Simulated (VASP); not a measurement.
Wanted: the native input for a VASP 6.6.1 run.

- Task: relaxation of cell and atoms
- Functional: LDA
- Potentials or basis: VASP PAW LDA potentials, release 64 (Mo_sv)
- Cutoff: 600 eV
- k mesh: 16 × 16 × 16
- Occupations: gaussian, width 0.1 eV
- Spin: no spin polarisation
- Dipole correction: no
- Further INCAR settings: ALGO = Normal; EDIFF = 1e-06; IBRION = 2; EDIFFG = -0.002; NSW = 100; ISIF = 3

The structure of Mo lies in POSCAR:

```
Mo
1.0
   -1.5561785687      1.5561785687      1.5561785687
    1.5561785687     -1.5561785687      1.5561785687
    1.5561785687      1.5561785687     -1.5561785687
Mo
1
Direct
    0.0000000000      0.0000000000      0.0000000000
```

These files were run (other wordings do the same):

INCAR

```
SYSTEM = Mo
  PREC = Accurate
  ENCUT = 600
  EDIFF = 1E-6
  ISMEAR = 0
  SIGMA = 0.1
  LREAL = .False.
  LASPH = .True.
  NELM = 80
  ALGO = Normal
  ISIF = 3
  LWAVE = .False.
  LCHARG = .False.
  IBRION = 2
  NSW = 100
  EDIFFG = -0.002
```

KPOINTS

```
regular mesh
0
Gamma
  16 16 16
  0 0 0
```

Potentials or basis: VASP PAW LDA potentials, release 64 (Mo_sv).

Launch:

```console
$ cat potpaw_LDA.64/Mo_sv/POTCAR > POTCAR
$ mpirun -np 1 vasp_std > vasp.out
```

Results of the run:

The relaxed volume is 15.11 Å³/atom and the relaxed cell is a = 2.698 Å, b = 2.698 Å, c = 2.698 Å, α = 109.47°, β = 109.47°, γ = 109.47°. The space group after relaxing (to 0.05 Å) is Im-3m (No. 229), the energy gained by relaxing is 0.1 meV/atom and the ionic steps are 3. The pressure after relaxing is 0.0 GPa. The band gap on the k mesh is zero (band 7 reaches 17.23 eV, above the bottom of band 8 at 11.58 eV).

It took 14 s on 1 thread of Intel(R) Xeon(R) 6975P-C (Granite Rapids), on a shared host, peak memory 0.16 GiB.
